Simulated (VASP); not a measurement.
# PbSe (I4/mmm) in VASP: further runs

The runs below take PbSe through electric field gradients, with PBEsol.

All numbers are computed with VASP 6.6.1; they aren't measurements. Logs are shortened: lines on timing, memory, paths and dates and some standing lists are left out, and cuts for length are marked.

## (1) The cell of the first run

Symmetry: I4/mmm, No. 139, tetragonal system. The conventional cell has a = 4.331 Å, b = 4.331 Å, c = 6.002 Å, α = 90.00°, β = 90.00°, γ = 90.00°. Pb (site symmetry 4/mmm) has 6 Se at 3.00 to 3.06 Å within 4.0 Å. Se (site symmetry 4/mmm) has 6 Pb at 3.00 to 3.06 Å within 4.0 Å.

## (2) Electric field gradients, PBEsol (zz strain of -2 %)

The input, INCAR:

```
SYSTEM = PbSe
PREC = Accurate
ENCUT = 520
EDIFF = 1E-8
ISMEAR = -1
SIGMA = 0.01
LREAL = .FALSE.
LASPH = .TRUE.
NELM = 60
ALGO = Normal
ISIF = 2
LWAVE = .FALSE.
LCHARG = .FALSE.
GGA = PS
LEFG = .TRUE.
NBANDS = 17
```

The input, KPOINTS:

```
regular mesh
0
G
  9 9 9
  0 0 0
```

The input, POSCAR:

```
PbSe
1.0
    0.0000000000      3.0621500000      3.0009070000
    3.0621500000      0.0000000000      3.0009070000
    3.0621500000      3.0621500000      0.0000000000
Pb Se
1 1
Direct
    0.0000000000      0.0000000000      0.0000000000
    0.5000000000      0.5000000000      0.5000000000
```

Potentials or basis: VASP PAW PBE potentials, release 64 (Pb_d, Se).

Command:

```console
> cat potpaw_PBE.64/Pb_d/POTCAR potpaw_PBE.64/Se/POTCAR > POTCAR
> mpirun -np 1 vasp_std > vasp.out
```

OUTCAR:

```text
SYSTEM = PbSe
   PREC = Accurate
   ENCUT = 520
   EDIFF = 1E-8
   ISMEAR = -1
   LREAL = .FALSE.
   LASPH = .TRUE.
   NELM = 60
   ISIF = 2
   GGA = PS

 ion  position               nearest neighbor table
   1  0.000  0.000  0.000-   2 3.00   2 3.00   2 3.06   2 3.06   2 3.06   2 3.06
   2  0.500  0.500  0.500-   1 3.00   1 3.00   1 3.06   1 3.06   1 3.06   1 3.06

  LATTYP: Found a body centered tetragonal cell.
 ALAT       =     4.3305340600
 C/A-ratio  =     1.3859292911

  Lattice vectors:

 A1 = (   0.0000000000,  -3.0621500000,  -3.0009070000)
 A2 = (   0.0000000000,   3.0621500000,  -3.0009070000)
 A3 = (   3.0621500000,   0.0000000000,   3.0009070000)

Analysis of symmetry for initial positions (statically):
=====================================================================
 Subroutine PRICEL returns:
 Original cell was already a primitive cell.

 Routine SETGRP: Setting up the symmetry group for a
 body centered tetragonal supercell.

 Subroutine GETGRP returns: Found 16 space group operations
 (whereof 16 operations were pure point group operations)
 out of a pool of 16 trial point group operations.

The static configuration has the point symmetry D_4h.

Analysis of symmetry for dynamics (positions and initial velocities):
=====================================================================
 Subroutine PRICEL returns:
 Original cell was already a primitive cell.

 Routine SETGRP: Setting up the symmetry group for a
 body centered tetragonal supercell.

 Subroutine GETGRP returns: Found 16 space group operations
 (whereof 16 operations were pure point group operations)
 out of a pool of 16 trial point group operations.

The dynamic configuration has the point symmetry D_4h.

 Subroutine INISYM returns: Found 16 space group operations
 (whereof 16 operations are pure point group operations),
 and found     1 'primitive' translations

----------------------------------------------------------------------------------------

                                     Primitive cell

  volume of cell :      56.2776

  direct lattice vectors                    reciprocal lattice vectors
     0.000000000  3.062150000  3.000907000    -0.163283967  0.163283967  0.166616293
     3.062150000  0.000000000  3.000907000     0.163283967 -0.163283967  0.166616293
     3.062150000  3.062150000  0.000000000     0.163283967  0.163283967 -0.166616293

  length of vectors
     4.287447428  4.287447428  4.330534060     0.284753046  0.284753046  0.284753046

  position of ions in fractional coordinates (direct lattice)
     0.000000000  0.000000000  0.000000000
     0.500000000  0.500000000  0.500000000

  ion indices of the primitive-cell ions
   primitive index   ion index
                 1           1
                 2           2

----------------------------------------------------------------------------------------

 KPOINTS: regular mesh

Automatic generation of k-mesh.
 Grid dimensions read from file:
 generate k-points for:    9    9    9

 Generating k-lattice:

  Cartesian coordinates                     Fractional coordinates (reciprocal lattice)
    -0.018142663  0.018142663  0.018512921     0.111111111  0.000000000  0.000000000
     0.018142663 -0.018142663  0.018512921     0.000000000  0.111111111  0.000000000
     0.018142663  0.018142663 -0.018512921    -0.000000000 -0.000000000  0.111111111

  Length of vectors
     0.031639227  0.031639227  0.031639227

  Shift w.r.t. Gamma in fractional coordinates (k-lattice)
     0.000000000  0.000000000  0.000000000

 Subroutine IBZKPT returns following result:
 ===========================================

 Found     75 irreducible k-points:

 Following reciprocal coordinates:
            Coordinates               Weight
  0.000000  0.000000  0.000000      1.000000
  0.111111  0.000000  0.000000      8.000000
  0.222222 -0.000000  0.000000      8.000000
  0.333333 -0.000000  0.000000      8.000000
  0.444444 -0.000000  0.000000      8.000000
  0.111111  0.111111  0.000000      2.000000
[... 16 lines left out ...]
 -0.333333  0.333333  0.000000      4.000000
  0.444444  0.444444  0.000000      2.000000
 [... further k-points ...]
   k-points           NKPTS =     75   k-points in BZ     NKDIM =     75   number of bands    NBANDS=     17
   number of dos      NEDOS =    301   number of ions     NIONS =      2
   total plane-waves  NPLWV =  32768
   dimension x,y,z NGX =    32 NGY =   32 NGZ =   32
   dimension x,y,z NGXF=    64 NGYF=   64 NGZF=   64
   ions per type =               1   1
   NGX,Y,Z   is equivalent  to a cutoff of  12.41, 12.41, 12.28 a.u.
   NGXF,Y,Z  is equivalent  to a cutoff of  24.82, 24.82, 24.57 a.u.
 SYSTEM =  PbSe
   PREC   = accura    normal or accurate (medium, high low for compatibility)
   ISTART =      0    job   : 0-new  1-cont  2-samecut
   ICHARG =      2    charge: 1-file 2-atom 10-const
   ISPIN  =      1    spin polarized calculation?
   LNONCOLLINEAR =      F non collinear calculations
   LSORBIT =      F    spin-orbit coupling
   LASPH  =      T    aspherical Exc in radial PAW
   ENCUT  =  520.0 eV  38.22 Ry    6.18 a.u.   7.97  7.97  8.05*2*pi/ulx,y,z
   NELM   =     60;   NELMIN=  2; NELMDL= -5     # of ELM steps
   EDIFF  = 0.1E-07   stopping-criterion for ELM
   LREAL  =      F    real-space projection
   EDIFFG = 0.1E-06   stopping-criterion for IOM
   NSW    =      0    number of steps for IOM
   IBRION =     -1    ionic relax: 0-MD 1-quasi-New 2-CG
   NFREE  =      0    steps in history (QN), initial steepest desc. (CG)
   ISIF   =      2    stress and relaxation
   ISYM   =      2    0-nonsym 1-usesym 2-fastsym
   POTIM  = 0.5000    time-step for ionic-motion
   TEBEG  =    0.0;   TEEND  =   0.0 temperature during run
   PSTRESS=    0.0 pullay stress
   NELECT =      20.0000    total number of electrons
   NUPDOWN=      -1.0000    fix difference up-down
   EMIN   =  10.00;   EMAX   =-10.00  energy-range for DOS
   EFERMI =   0.00;   METHOD = LEGACY
   ISMEAR =    -1;   SIGMA  =   0.01  broadening in eV -4-tet -1-fermi 0-gaus
   EFERMI_NEDOS =   21; number of points for ismear=-14 and -15
   IALGO  =     38    algorithm
   IMIX   =      4    mixing-type and parameters
     AMIX     =   0.40;   BMIX     =  1.00
     AMIX_MAG =   1.60;   BMIX_MAG =  1.00
  volume/ion in A,a.u.               =      28.14       189.89
  Fermi-wavevector in a.u.,A,eV,Ry     =   1.159595  2.191317 18.295219  1.344661
  Thomas-Fermi vector in A             =   2.296186
   LORBIT       =      0    0 simple, 1 ext, 2 COOP (PROOUT), +10 PAW based schemes
   GGA     = PS    functional components
   LHFCALC =     F    Hartree Fock is set to
   AEXX    =    0.0000 exact exchange contribution
   IVDW    =     0    specifies the selected vdW correction
   LEPSILON=     F    determine dielectric tensor
   LRPA    =     F    only Hartree local field effects (RPA)
 non-spin polarized calculation
  energy-cutoff  :      520.00
  volume of cell :       56.28
 maximum number of plane-waves:      1536
   NGX = 15   NGY = 15   NGZ = 17

 number of electron      20.0000003 magnetization

 Free energy of the ion-electron system (eV)
  ---------------------------------------------------
  ext. energy  EPLUGINS =         0.00000000
  ---------------------------------------------------
  free energy    TOTEN  =        -8.91027202 eV

  energy without entropy =       -8.91027202  energy(sigma->0) =       -8.91027202

 E-fermi :   5.1387     XC(G=0):  -9.8051

 val. band max:        4.9421004056   @ k =   0.4444  -0.0000   0.0000
 cond. band min:       5.5666228752   @ k =   0.4444  -0.0000   0.0000
 fundamental gap:      0.6245224696
 Fermi energy:         5.1387368092

 k-point     1 :       0.0000    0.0000    0.0000
  band No.  band energies     occupation
      1     -11.6386      2.00000
      2     -11.6369      2.00000
      3     -11.6326      2.00000
      4     -11.6326      2.00000
      5     -11.6296      2.00000
      6      -8.6258      2.00000
[... 9 lines left out ...]
     16      11.6345      0.00000
     17      13.0901      0.00000
[... 441 lines left out ...]
 k-point    24 :       0.4444    0.4444    0.0000
  band No.  band energies     occupation
      1     -11.7753      2.00000
      2     -11.6579      2.00000
      3     -11.6164      2.00000
      4     -11.5829      2.00000
      5     -11.5829      2.00000
      6      -7.0942      2.00000
[... 9 lines left out ...]
     16      16.6032      0.00000
     17      17.7024      0.00000

 [... further k-points ...]

------------------------ aborting loop because EDIFF is reached ----------------------------------------

  FORCE on cell =-STRESS in cart. coord.  units (eV):
  Direction    XX          YY          ZZ          XY          YZ          ZX
  --------------------------------------------------------------------------------------
  -------------------------------------------------------------------------------------
  Total       -0.1283280     -0.1283280      0.8476359      0.0000000     -0.0000000      0.0000000
  in kB       -3.6533934     -3.6533934     24.1315092      0.0000000     -0.0000000      0.0000000
  external PRESSURE =       5.6082408 kB  Pullay stress =       0.0000000 kB

 VOLUME and BASIS-vectors are now :
 -----------------------------------------------------------------------------
  energy-cutoff  :      520.00
  volume of cell :       56.28
      direct lattice vectors                 reciprocal lattice vectors
     0.000000000  3.062150000  3.000907000    -0.163283967  0.163283967  0.166616293
     3.062150000  0.000000000  3.000907000     0.163283967 -0.163283967  0.166616293
     3.062150000  3.062150000  0.000000000     0.163283967  0.163283967 -0.166616293

 POSITION                                       TOTAL-FORCE (eV/Angst)
 -----------------------------------------------------------------------------------
      0.00000      0.00000      0.00000         0.000000      0.000000      0.000000
      3.06215      3.06215      3.00091         0.000000     -0.000000     -0.000000
 -----------------------------------------------------------------------------------
    total drift:                                0.000000     -0.000000     -0.000000

  FREE ENERGIE OF THE ION-ELECTRON SYSTEM (eV)
  ---------------------------------------------------
  free  energy   TOTEN  =        -8.9102720191 eV

  energy  without entropy=       -8.9102720191  energy(sigma->0) =       -8.91027202

 Electric field gradients (V/A^2)
---------------------------------------------------------------------
 ion       V_xx      V_yy      V_zz      V_xy      V_xz      V_yz
---------------------------------------------------------------------
   1      32.117    32.117   -64.235     0.000    -0.000    -0.000
   2       2.881     2.881    -5.762     0.000     0.000     0.000
---------------------------------------------------------------------

 Electric field gradients after diagonalization (V/A^2)
 (convention: |V_zz| > |V_xx| > |V_yy|)
----------------------------------------------------------------------
 ion       V_xx      V_yy      V_zz     asymmetry (V_yy - V_xx)/ V_zz
----------------------------------------------------------------------
   1      32.118    32.117   -64.235       0.000
   2       2.881     2.881    -5.762       0.000
----------------------------------------------------------------------

           NMR quadrupolar parameters

 Cq : quadrupolar parameter    Cq=e*Q*V_zz/h
 eta: asymmetry parameters     (V_yy - V_xx)/ V_zz
 Q  : nuclear electric quadrupole moment in mb (millibarn)
----------------------------------------------------------------------
 ion       Cq(MHz)       eta       Q (mb)
----------------------------------------------------------------------
   1      -0.155       0.000       1.000
   2      -0.014       0.000       1.000
----------------------------------------------------------------------
```

Wall time 32 s (1 thread of Intel Xeon 6975P-C, shared host); peak memory 0.22 GiB.

Results:

| Quantity | Value |
| --- | --- |
| Free energy | -8.9103 eV |
| Pressure | 0.6 GPa |
| Band gap on the k mesh | 0.62 eV, direct |

Electric field gradients, principal values (V/Å²):
```csv
atom,least,middle,greatest (by size)
1 Pb,32.117,32.118,-64.235
2 Se,2.881,2.881,-5.762
```

Caveat: the cell differs from its parent crystal (zz strain of -2 %); without QUAD_EFG the Cq values of the log hold for a quadrupole moment of 1 mb, not for the nuclei; the PAW data sets were made with another functional, which shifts forces and pressure a little; spin-orbit coupling is left out, which moves the levels of the heavy elements.

## (3) Electric field gradients, PBEsol (equal xx and yy strain of -1 %)

The input, INCAR:

```
ALGO     = Normal         # electronic algorithm
EDIFF    = 1E-8           # SCF threshold, eV
ENCUT    = 520            # plane-wave cutoff, eV
GGA      = PS             # functional
ISIF     = 2              # what is computed and relaxed
ISMEAR   = -1             # smearing method
LASPH    = T              # aspherical terms in the spheres
LCHARG   = F              # write CHGCAR
LEFG     = T            
LREAL    = F              # projectors in reciprocal space
LWAVE    = F              # write WAVECAR
NBANDS   = 17             # bands
NELM     = 60             # most SCF steps
PREC     = Accurate       # precision mode
SIGMA    = 0.01           # smearing width, eV
```

The input, KPOINTS:

```
k-points
0
Gamma
  9 9 9
```

The input, POSCAR:

```
PbSe
1.0
    0.0000000000      3.0315285000      3.0621500000
    3.0315285000      0.0000000000      3.0621500000
    3.0315285000      3.0315285000      0.0000000000
Pb Se
1 1
Direct
    0.0000000000      0.0000000000      0.0000000000
    0.5000000000      0.5000000000      0.5000000000
```

Potentials or basis: VASP PAW PBE potentials, release 64 (Pb_d, Se).

Command:

```console
> cat potpaw_PBE.64/Pb_d/POTCAR potpaw_PBE.64/Se/POTCAR > POTCAR
> mpirun -np 1 vasp_std > vasp.out
```

OUTCAR:

```text
EDIFF = 1E-8
   ENCUT = 520
   GGA = PS
   ISIF = 2
   ISMEAR = -1
   LASPH = T
   LREAL = F
   NELM = 60
   PREC = Accurate

 ion  position               nearest neighbor table
   1  0.000  0.000  0.000-   2 3.03   2 3.03   2 3.03   2 3.03   2 3.06   2 3.06
   2  0.500  0.500  0.500-   1 3.03   1 3.03   1 3.03   1 3.03   1 3.06   1 3.06

  LATTYP: Found a body centered tetragonal cell.
 ALAT       =     4.2872287194
 C/A-ratio  =     1.4284985479

  Lattice vectors:

 A1 = (  -3.0315285000,   0.0000000000,   3.0621500000)
 A2 = (   3.0315285000,   0.0000000000,   3.0621500000)
 A3 = (   0.0000000000,   3.0315285000,  -3.0621500000)

Analysis of symmetry for initial positions (statically):
=====================================================================
 Subroutine PRICEL returns:
 Original cell was already a primitive cell.

 Routine SETGRP: Setting up the symmetry group for a
 body centered tetragonal supercell.

 Subroutine GETGRP returns: Found 16 space group operations
 (whereof 16 operations were pure point group operations)
 out of a pool of 16 trial point group operations.

The static configuration has the point symmetry D_4h.

Analysis of symmetry for dynamics (positions and initial velocities):
=====================================================================
 Subroutine PRICEL returns:
 Original cell was already a primitive cell.

 Routine SETGRP: Setting up the symmetry group for a
 body centered tetragonal supercell.

[... 157 lines left out ...]

 k-point     1 :       0.0000    0.0000    0.0000
  band No.  band energies     occupation
      1     -11.6375      2.00000
      2     -11.6359      2.00000
      3     -11.6359      2.00000
      4     -11.6338      2.00000
      5     -11.6321      2.00000
      6      -8.6252      2.00000
[... 457 lines left out ...]
      4     -11.5891      2.00000
      5     -11.5891      2.00000
      6      -7.1920      2.00000
[... 9 lines left out ...]
     16      16.7296      0.00000
     17      17.7255      0.00000

 [... further k-points ...]

------------------------ aborting loop because EDIFF is reached ----------------------------------------

  FORCE on cell =-STRESS in cart. coord.  units (eV):
  Direction    XX          YY          ZZ          XY          YZ          ZX
  --------------------------------------------------------------------------------------
  -------------------------------------------------------------------------------------
  Total        0.3308674      0.3308674     -0.1280582      0.0000000      0.0000000      0.0000000
  in kB        9.4185675      9.4185675     -3.6453418      0.0000000      0.0000000      0.0000000
  external PRESSURE =       5.0639311 kB  Pullay stress =       0.0000000 kB

 VOLUME and BASIS-vectors are now :
 -----------------------------------------------------------------------------
  energy-cutoff  :      520.00
  volume of cell :       56.28
      direct lattice vectors                 reciprocal lattice vectors
     0.000000000  3.031528500  3.062150000    -0.164933300  0.164933300  0.163283967
     3.031528500  0.000000000  3.062150000     0.164933300 -0.164933300  0.163283967
     3.031528500  3.031528500  0.000000000     0.164933300  0.164933300 -0.163283967

 POSITION                                       TOTAL-FORCE (eV/Angst)
 -----------------------------------------------------------------------------------
      0.00000      0.00000      0.00000        -0.000000      0.000000      0.000000
      3.03153      3.03153      3.06215         0.000000     -0.000000     -0.000000
 -----------------------------------------------------------------------------------
    total drift:                                0.000000     -0.000000     -0.000000

  FREE ENERGIE OF THE ION-ELECTRON SYSTEM (eV)
  ---------------------------------------------------
  free  energy   TOTEN  =        -8.9152230504 eV

  energy  without entropy=       -8.9152230504  energy(sigma->0) =       -8.91522305

 Electric field gradients (V/A^2)
---------------------------------------------------------------------
 ion       V_xx      V_yy      V_zz      V_xy      V_xz      V_yz
---------------------------------------------------------------------
   1     -15.688   -15.688    31.375    -0.000    -0.000    -0.000
   2      -1.341    -1.341     2.681     0.000     0.000     0.000
---------------------------------------------------------------------

 Electric field gradients after diagonalization (V/A^2)
 (convention: |V_zz| > |V_xx| > |V_yy|)
----------------------------------------------------------------------
 ion       V_xx      V_yy      V_zz     asymmetry (V_yy - V_xx)/ V_zz
----------------------------------------------------------------------
   1     -15.688   -15.687    31.375       0.000
   2      -1.341    -1.341     2.681       0.000
----------------------------------------------------------------------

           NMR quadrupolar parameters

 Cq : quadrupolar parameter    Cq=e*Q*V_zz/h
 eta: asymmetry parameters     (V_yy - V_xx)/ V_zz
 Q  : nuclear electric quadrupole moment in mb (millibarn)
----------------------------------------------------------------------
 ion       Cq(MHz)       eta       Q (mb)
----------------------------------------------------------------------
   1       0.076       0.000       1.000
   2       0.006       0.000       1.000
----------------------------------------------------------------------
```

Wall time 35 s (1 thread of Intel Xeon 6975P-C, shared host); peak memory 0.22 GiB.

Results:

- Free energy: -8.9152 eV
- Pressure: 0.5 GPa
- Band gap on the k mesh: 0.63 eV, direct

Stress tensor (GPa, compression positive):
```
 0.94  0.00  0.00
 0.00  0.94  0.00
 0.00  0.00 -0.36
```

Levels at points of the mesh, in eV from the valence-band top:
```tsv
k point	band 6	band 7	band 8	band 9	band 10	band 11	band 12	band 13	band 14	band 15
(0.00, 0.00, 0.00)	-13.56	-6.09	-1.78	-1.78	-1.69	4.77	5.00	5.00	6.58	6.64
```

Electric field gradients, principal values (V/Å²):
```tsv
atom	least	middle	greatest (by size)
1 Pb	-15.687	-15.688	31.375
2 Se	-1.341	-1.341	2.681
```

Caveat: the cell differs from its parent crystal (equal xx and yy strain of -1 %); without QUAD_EFG the Cq values of the log hold for a quadrupole moment of 1 mb, not for the nuclei; the PAW data sets were made with another functional, which shifts forces and pressure a little; spin-orbit coupling is left out, which moves the levels of the heavy elements. A k mesh can miss the band edges.

[end of part 1 of 2]
